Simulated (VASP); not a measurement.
A run of VASP 6.6.1:

File INCAR:

```
PREC     = Accurate       # precision mode
ENCUT    = 600            # plane-wave cutoff, eV
EDIFF    = 1E-7           # SCF threshold, eV
ISMEAR   = 0              # smearing method
SIGMA    = 0.1            # smearing width, eV
LREAL    = False          # projectors in reciprocal space
LASPH    = True           # aspherical terms in the spheres
NELM     = 80             # most SCF steps
ALGO     = Normal         # electronic algorithm
ISIF     = 3              # what is computed and relaxed
LWAVE    = False          # write WAVECAR
LCHARG   = False          # write CHGCAR
GGA      = PE             # functional
IBRION   = 2              # ionic algorithm
NSW      = 90             # ionic steps
EDIFFG   = -0.04          # ionic threshold
```

KPOINTS

```
Automatic mesh
0
Gamma
  6 6 6
```

The input POSCAR:

```
Re
1.0
    4.5984848472      0.0000000000      0.0000000000
   -2.2992424236      3.9824046966      0.0000000000
    0.0000000000      0.0000000000      2.8190711454
Re
3
Direct
    0.0000000000      0.0000000000      0.0000000000
    0.3333333333      0.6666666667      0.5000000000
    0.6666666667      0.3333333333      0.5000000000
```

Potentials or basis: VASP PAW PBE potentials, release 64 (Re).

The run is started by

```sh
$ cat potpaw_PBE.64/Re/POTCAR > POTCAR
$ mpirun -np 1 vasp_std > vasp.out
```

Hardware: 1 thread of Intel(R) Xeon(R) 6975P-C (Granite Rapids), on a shared host.

**Question.** Estimate the wall time of this run.

**Answer.** Run time: 92 s on 1 thread of Intel(R) Xeon(R) 6975P-C (Granite Rapids), on a shared host, peak memory 0.2 GiB. Counts: scf iterations 96, k points 28, ion steps 10.
